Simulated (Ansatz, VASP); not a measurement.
GaP: VASP beside Ansatz

File POSCAR:

```
GaP
1.0
    0.0000000000      2.7912541575      2.7912541575
    2.7912541575      0.0000000000      2.7912541575
    2.7912541575      2.7912541575      0.0000000000
Ga P
1 1
Direct
    0.0000000000      0.0000000000      0.0000000000
    0.2500000000      0.2500000000      0.2500000000
```

INCAR.step1

```
SYSTEM = GaP
ALGO = Normal
EDIFF = 1E-5
ENCUT = 520
GGA = PE
ISIF = 2
ISMEAR = -1
LASPH = .TRUE.
LCHARG = .FALSE.
LREAL = .FALSE.
LWAVE = .TRUE.
NBANDS = 16
NELM = 100
PREC = Accurate
SIGMA = 0.05
```

Contents of INCAR.step2:

```
SYSTEM = GaP
ALGO = Normal
EDIFF = 1E-6
ENCUT = 520
GGA = PE
HFSCREEN = 0.2079
ISIF = 2
ISMEAR = -1
ISTART = 1
LASPH = .TRUE.
LCHARG = .FALSE.
LHFCALC = .TRUE.
LREAL = .FALSE.
LWAVE = .FALSE.
NBANDS = 16
NELM = 100
PREC = Accurate
PRECFOCK = Normal
SIGMA = 0.05
```

The input KPOINTS:

```
k-points
0
G
  4 4 4
  0 0 0
```

Input for Ansatz:

```yaml
crystal:
  lattice:
    - [0.0, 2.791254157525, 2.791254157525]
    - [2.791254157525, 0.0, 2.791254157525]
    - [2.791254157525, 2.791254157525, 0.0]
  atoms:
    - { symbol: Ga, position: [0.0, 0.0, 0.0] }
    - { symbol: P, position: [0.25, 0.25, 0.25] }
kpoints:
  mp_grid: { grid: [4, 4, 4] }
hamiltonian:
  xc: hse06
  pseudopotentials: { kind: paw }
scf:
  occupations: { method: fermi_dirac, width: 0.05 }
  convergence: { dr2_threshold: "1e-10 eV" }
  exx: { energy_threshold: "2e-8 eV" }
output:
  forces: true
  stress: true
  eigenvalues: true
```

Alike in both runs: task single point; functional HSE06; k mesh 4 × 4 × 4; occupations fermi-dirac, width 0.05 eV; no spin polarisation.

|  | VASP | Ansatz |
| --- | --- | --- |
| version | VASP 6.6.1 | Ansatz 0.2.0 development build |
| potentials or method | VASP PAW PBE potentials, release 64 (Ga_d, P) | plane waves, PAW datasets (generated soft set 1) |
| plane-wave cutoff (eV) | 520 | 420 |
| valence electrons in the cell | 18 | 18 |

VASP gave:

| Quantity | Value |
| --- | --- |
| gap on the k mesh at the Fermi level (eV) | 2.19 |

Task: Which values does Ansatz return?

Result: gap on the k mesh at the Fermi level (eV): 2.20.

The k mesh is coarse, so the values compare programs but aren't converged.
